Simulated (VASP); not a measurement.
Write the native input for VASP 6.6.1 that does the following.

```
Task                   : single point
Functional             : PBEsol
Potentials or basis    : VASP PAW PBE potentials, release 64 (Al, Ni)
Cutoff                 : 520 eV
k mesh                 : 16 × 16 × 16
Occupations            : gaussian, width 0.15 eV
Spin                   : no spin polarisation
Dipole correction      : no
Further INCAR settings : ALGO = Normal; EDIFF = 1e-07; NBANDS = 14
```

The structure of AlNi lies in POSCAR:

```
AlNi
1.0
    2.8380702405      0.0000000000      0.0000000000
    0.0000000000      2.8380702405      0.0000000000
    0.0000000000      0.0000000000      2.8380702405
Al Ni
1 1
Direct
    0.0000000000      0.0000000000      0.0000000000
    0.5000000000      0.5000000000      0.5000000000
```

The input as run:

INCAR

```
  ALGO = Normal
  EDIFF = 1E-7
  ENCUT = 520
  GGA = PS
  ISIF = 2
  ISMEAR = 0
  LASPH = T
  LCHARG = F
  LREAL = F
  LWAVE = F
  NBANDS = 14
  NELM = 60
  PREC = Accurate
  SIGMA = 0.15
```

KPOINTS

```
k-points
0
Gamma
  16 16 16
```

Potentials or basis: VASP PAW PBE potentials, release 64 (Al, Ni).

Run with:

```console
$ cat potpaw_PBE.64/Al/POTCAR potpaw_PBE.64/Ni/POTCAR > POTCAR
$ mpirun -np 1 vasp_std > vasp.out
```

Results of the run:

The pressure is 4.8 GPa.

Caveat: the PAW data sets were made with another functional, which shifts forces and pressure a little.

Run time: 22 s on 1 thread of Intel(R) Xeon(R) Platinum 8488C (Sapphire Rapids), on a shared host, peak memory 0.18 GiB.
